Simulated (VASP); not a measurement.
# GaN (P6_3mc) in VASP: notebook, part 2 of 2

VASP 6.6.1. Earlier steps stand in the parts before.

### Step 3. Relaxation of cell and atoms, LDA

This run uses another cell than the first one, of 11.42 Å³/atom.

Contents of INCAR:

```
ALGO = Normal
EDIFF = 1E-6
EDIFFG = -5E-4
ENCUT = 600
GGA = CA
IBRION = 2
ISIF = 3
ISMEAR = 0
LASPH = T
LCHARG = F
LREAL = F
LWAVE = F
NELM = 100
NSW = 80
PREC = Accurate
SIGMA = 0.01
```

Contents of KPOINTS:

```
k-points
0
Gamma
  8 8 5
```

Contents of POSCAR:

```
GaN
1.0
    3.1890000000      0.0000000000      0.0000000000
   -1.5945000000      2.7617550127      0.0000000000
    0.0000000000      0.0000000000      5.1850000000
Ga N
2 2
Direct
    0.3333333333      0.6666666667      0.0000000000
    0.6666666667      0.3333333333      0.5000000000
    0.3333333333      0.6666666667      0.3770000000
    0.6666666667      0.3333333333      0.8770000000
```

Potentials or basis: VASP PAW LDA potentials, release 64 (Ga_d, N).

On the command line:

```bash
> cat potpaw_LDA.64/Ga_d/POTCAR potpaw_LDA.64/N/POTCAR > POTCAR
> mpirun -np 1 vasp_std > vasp.out
```

OUTCAR:

```text
EDIFF = 1E-6
   EDIFFG = -5E-4
   ENCUT = 600
   GGA = CA
   IBRION = 2
   ISIF = 3
   ISMEAR = 0
   LASPH = T
   LREAL = F
   NELM = 100
   NSW = 80
   PREC = Accurate

 ion  position               nearest neighbor table
   1  0.333  0.667  0.000-   4 1.95   4 1.95   4 1.95   3 1.95
   2  0.667  0.333  0.500-   3 1.95   3 1.95   3 1.95   4 1.95
   3  0.333  0.667  0.377-   2 1.95   2 1.95   2 1.95   1 1.95
   4  0.667  0.333  0.877-   1 1.95   1 1.95   1 1.95   2 1.95

  LATTYP: Found a hexagonal cell.
 ALAT       =     3.1890000000
 C/A-ratio  =     1.6259015365

  Lattice vectors:

 A1 = (   3.1890000000,   0.0000000000,   0.0000000000)
 A2 = (  -1.5945000000,   2.7617550127,   0.0000000000)
 A3 = (   0.0000000000,   0.0000000000,   5.1850000000)

Analysis of symmetry for initial positions (statically):
=====================================================================
 Subroutine PRICEL returns:
 Original cell was already a primitive cell.

 Routine SETGRP: Setting up the symmetry group for a
 hexagonal supercell.

 Subroutine GETGRP returns: Found 12 space group operations
 (whereof  6 operations were pure point group operations)
 out of a pool of 24 trial point group operations.

The static configuration has the point symmetry C_3v.
[... 278 lines left out ...]

  energy  without entropy=      -27.9123947352  energy(sigma->0) =      -27.91239474

[... ionic steps 4 to 21 ...]

--------------------------------------- Ionic step       22  -------------------------------------------

 number of electron      35.9999987 magnetization

------------------------ aborting loop because EDIFF is reached ----------------------------------------
[... 71 lines left out ...]
--------------------------------------- Ionic step       24  -------------------------------------------

 number of electron      35.9999987 magnetization

 Free energy of the ion-electron system (eV)
  ---------------------------------------------------
  ext. energy  EPLUGINS =         0.00000000
  ---------------------------------------------------
  free energy    TOTEN  =       -27.91248138 eV

  energy without entropy =      -27.91248138  energy(sigma->0) =      -27.91248138

 E-fermi :   5.4394     XC(G=0): -12.2726

 val. band max:        5.3858532687   @ k =   0.0000   0.0000   0.0000
 cond. band min:       7.4987154346   @ k =   0.0000   0.0000   0.0000
 fundamental gap:      2.1128621659
 Fermi energy:         5.4394023612

 k-point     1 :       0.0000    0.0000    0.0000
  band No.  band energies     occupation
      1     -10.7139      2.00000
      2      -9.7496      2.00000
      3      -8.1966      2.00000
      4      -8.1794      2.00000
      5      -8.1794      2.00000
      6      -8.1133      2.00000
[... 589 lines left out ...]
     21      12.9507      0.00000
     22      13.4647      0.00000

 [... further k-points ...]

------------------------ aborting loop because EDIFF is reached ----------------------------------------

  FORCE on cell =-STRESS in cart. coord.  units (eV):
  Direction    XX          YY          ZZ          XY          YZ          ZX
  --------------------------------------------------------------------------------------
  -------------------------------------------------------------------------------------
  Total        0.0009054      0.0009054      0.0014711      0.0000000      0.0000000      0.0000000
  in kB        0.0326559      0.0326559      0.0530611      0.0000000      0.0000000      0.0000000
  external PRESSURE =       0.0394577 kB  Pullay stress =       0.0000000 kB
[... 19 lines left out ...]
  FREE ENERGIE OF THE ION-ELECTRON SYSTEM (eV)
  ---------------------------------------------------
  free  energy   TOTEN  =       -27.9124813810 eV

  energy  without entropy=      -27.9124813810  energy(sigma->0) =      -27.91248138

 reached required accuracy - stopping structural energy minimisation
```

OSZICAR:

```text
N       E                     dE             d eps       ncg     rms          rms(c)
DAV:   1     0.291206425559E+03    0.29121E+03   -0.20150E+04  1372   0.330E+03
DAV:   2     0.608605744932E+01   -0.28512E+03   -0.27524E+03  1460   0.570E+02
DAV:   3    -0.302654060972E+02   -0.36351E+02   -0.35967E+02  1458   0.161E+02
DAV:   4    -0.319102690782E+02   -0.16449E+01   -0.16396E+01  1870   0.346E+01
[... 134 lines left out ...]
DAV:   1    -0.279124813794E+02    0.45238E-08   -0.21832E-08   660   0.213E-03    0.753E-05
DAV:   2    -0.279124813808E+02   -0.13770E-08   -0.15131E-08   660   0.198E-03
  23 F= -.27912481E+02 E0= -.27912481E+02  d E =-.356476E-07
       N       E                     dE             d eps       ncg     rms          rms(c)
DAV:   1    -0.279124813810E+02   -0.16344E-08   -0.45676E-09   660   0.820E-04    0.776E-05
DAV:   2    -0.279124813810E+02    0.11823E-10   -0.20925E-09   660   0.899E-04
  24 F= -.27912481E+02 E0= -.27912481E+02  d E =-.358932E-07
```

It took 2.1 min on 1 thread of Intel Xeon 6975P-C (Granite Rapids), shared host; peak memory 0.17 GiB.

What came out:

| Property | Result |
| --- | --- |
| Free energy | -27.9125 eV |
| Relaxed volume | 11.10 Å³/atom |
| Relaxed cell | a = 3.157 Å, b = 3.157 Å, c = 5.146 Å, α = 90.00°, β = 90.00°, γ = 120.00° |
| Space group after relaxing (to 0.1 Å) | P6_3mc (No. 186) |
| Energy gained by relaxing | 5.3 meV/atom |
| Ionic steps | 24 |
| Pressure after relaxing | 0.0 GPa |
| Band gap on the k mesh | 2.11 eV |

Step by step:
| step | energy change (eV) | largest force (eV/Å) | pressure (GPa) | volume (Å³) |
| --- | --- | --- | --- | --- |
| 1 | 0.0000 | 0.0048 | -5.25 | 45.67 |
| 2 | -0.0002 | 0.0388 | 5.75 | 43.24 |
| 3 | -0.0210 | 0.0196 | 0.11 | 44.43 |
| 4 | -0.0210 | 0.0193 | -0.49 | 44.45 |
| 5 | -0.0211 | 0.0052 | -0.07 | 44.43 |
| 6 | -0.0211 | 0.0019 | 0.02 | 44.42 |
| 7 | -0.0211 | 0.0059 | 0.07 | 44.42 |
| 8 | -0.0211 | 0.0096 | -0.13 | 44.45 |
| 9 | -0.0211 | 0.0002 | -0.06 | 44.43 |
| 10 | -0.0211 | 0.0055 | 0.10 | 44.41 |
| 11 | -0.0211 | 0.0019 | -0.06 | 44.42 |
| 12 | -0.0211 | 0.0026 | 0.04 | 44.42 |
| 13 | -0.0211 | 0.0027 | -0.01 | 44.42 |
| 14 | -0.0211 | 0.0023 | -0.04 | 44.42 |
| 15 | -0.0211 | 0.0025 | -0.01 | 44.42 |
| 16 | -0.0211 | 0.0011 | 0.11 | 44.42 |
| 17 | -0.0211 | 0.0021 | -0.08 | 44.42 |
| 18 | -0.0211 | 0.0002 | -0.01 | 44.42 |
| 19 | -0.0211 | 0.0002 | 0.02 | 44.42 |
| 20 | -0.0211 | 0.0009 | -0.01 | 44.42 |
| 21 | -0.0211 | 0.0009 | 0.01 | 44.42 |
| 22 | -0.0211 | 0.0000 | 0.01 | 44.42 |
| 23 | -0.0211 | 0.0005 | 0.00 | 44.42 |
| 24 | -0.0211 | 0.0005 | 0.00 | 44.42 |

Final structure:
```cif
data_structure
_symmetry_space_group_name_H-M 'P 1'
_symmetry_Int_Tables_number 1
_cell_length_a 3.1569
_cell_length_b 3.1569
_cell_length_c 5.1464
_cell_angle_alpha 90.000
_cell_angle_beta 90.000
_cell_angle_gamma 120.000
_cell_volume 44.42
loop_
_atom_site_label
_atom_site_type_symbol
_atom_site_fract_x
_atom_site_fract_y
_atom_site_fract_z
_atom_site_occupancy
Ga1 Ga 0.33333 0.66667 0.00029 1
Ga2 Ga 0.66667 0.33333 0.50029 1
N1 N 0.33333 0.66667 0.37671 1
N2 N 0.66667 0.33333 0.87671 1
```
